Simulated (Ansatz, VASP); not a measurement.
**One calculation of SiNi, two programs**

Contents of INCAR:

```
SYSTEM = SiNi
PREC = Accurate
ENCUT = 600
EDIFF = 1E-7
ISMEAR = 0
SIGMA = 0.1
LREAL = Auto
LASPH = .True.
NELM = 60
ALGO = Normal
ISIF = 3
LWAVE = .False.
LCHARG = .False.
GGA = PS
IBRION = 2
NSW = 80
EDIFFG = -0.015
```

KPOINTS

```
Automatic mesh
0
Gamma
  8 8 8
  0 0 0
```

Contents of POSCAR:

```
SiNi
1.0
   -4.4679770072      4.4679770072      0.0000000000
    0.0000000000      4.4679770072     -4.4679770072
   -4.4679770072      0.0000000000     -4.4679770072
Si Ni
8 8
Direct
    0.9232322594      0.9232322594      0.2303032219
    0.4232322594      0.4232322594      0.7303032219
    0.4232322594      0.7303032219      0.9232322594
    0.9232322594      0.2303032219      0.4232322594
    0.7303032219      0.9232322594      0.9232322594
    0.2303032219      0.4232322594      0.4232322594
    0.9232322594      0.4232322594      0.9232322594
    0.4232322594      0.9232322594      0.4232322594
    0.5744952366      0.5744952366      0.2765142902
    0.0744952366      0.0744952366      0.7765142902
    0.0744952366      0.7765142902      0.5744952366
    0.5744952366      0.2765142902      0.0744952366
    0.7765142902      0.5744952366      0.5744952366
    0.2765142902      0.0744952366      0.0744952366
    0.5744952366      0.0744952366      0.5744952366
    0.0744952366      0.5744952366      0.0744952366
```

Input for Ansatz:

```yaml
crystal:
  lattice:
    - [-4.4679769961, 4.4679769961, 0.0]
    - [0.0, 4.4679769961, -4.4679769961]
    - [-4.4679769961, 0.0, -4.4679769961]
  atoms:
    - { symbol: Si, position: [0.9232322644, 0.9232322644, 0.2303032069] }
    - { symbol: Si, position: [0.4232322644, 0.4232322644, 0.7303032069] }
    - { symbol: Si, position: [0.4232322644, 0.7303032069, 0.9232322644] }
    - { symbol: Si, position: [0.9232322644, 0.2303032069, 0.4232322644] }
    - { symbol: Si, position: [0.7303032069, 0.9232322644, 0.9232322644] }
    - { symbol: Si, position: [0.2303032069, 0.4232322644, 0.4232322644] }
    - { symbol: Si, position: [0.9232322644, 0.4232322644, 0.9232322644] }
    - { symbol: Si, position: [0.4232322644, 0.9232322644, 0.4232322644] }
    - { symbol: Ni, position: [0.5744952443, 0.5744952443, 0.276514267] }
    - { symbol: Ni, position: [0.0744952443, 0.0744952443, 0.776514267] }
    - { symbol: Ni, position: [0.0744952443, 0.776514267, 0.5744952443] }
    - { symbol: Ni, position: [0.5744952443, 0.276514267, 0.0744952443] }
    - { symbol: Ni, position: [0.776514267, 0.5744952443, 0.5744952443] }
    - { symbol: Ni, position: [0.276514267, 0.0744952443, 0.0744952443] }
    - { symbol: Ni, position: [0.5744952443, 0.0744952443, 0.5744952443] }
    - { symbol: Ni, position: [0.0744952443, 0.5744952443, 0.0744952443] }
basis:
  ecutwfc: 420
kpoints:
  mp_grid: { grid: [8, 8, 8] }
hamiltonian:
  xc: pbesol
scf:
  occupations: { method: gaussian, width: 0.1 }
output:
  forces: true
  stress: true
  eigenvalues: true
relax:
  adjacent_minimum: "off"
  f_tol: 0.015
  max_steps: 60
  cell: { stress_tol: 0.15 }
```

Alike in both runs: task relaxation of cell and atoms; functional PBEsol; k mesh 8 × 8 × 8; occupations gaussian, width 0.1 eV; no spin polarisation.

```csv
,VASP,Ansatz
version,VASP 6.6.1,Ansatz 0.2.0
potentials or method,"VASP PAW PBE potentials, release 64 (Si, Ni), cutoff 600 eV","scalar-relativistic, plane waves, PAW"
valence electrons in the cell,112,176
```

|  | VASP | Ansatz | Ansatz less VASP |
| --- | --- | --- | --- |
| gap on the k mesh at the Fermi level, each at its own relaxed structure (eV) | none | none | - |
| relaxed volume (Å³/atom) | 11.15 | 11.15 | 0.000 |
| relaxed length of the cell vector where the two differ most in proportion (Å) | 6.319 | 6.319 | 0.0000 |

VASP's potentials were made for PBE, not for PBEsol. A gap of «none» marks a metal or a gap that the smearing closes. VASP's potentials hold 112 valence electrons a cell and Ansatz's 176, so a difference there can come from the potentials and not from the codes.

Noted on VASP's run: the relaxation stopped at its first step, so nothing moved.
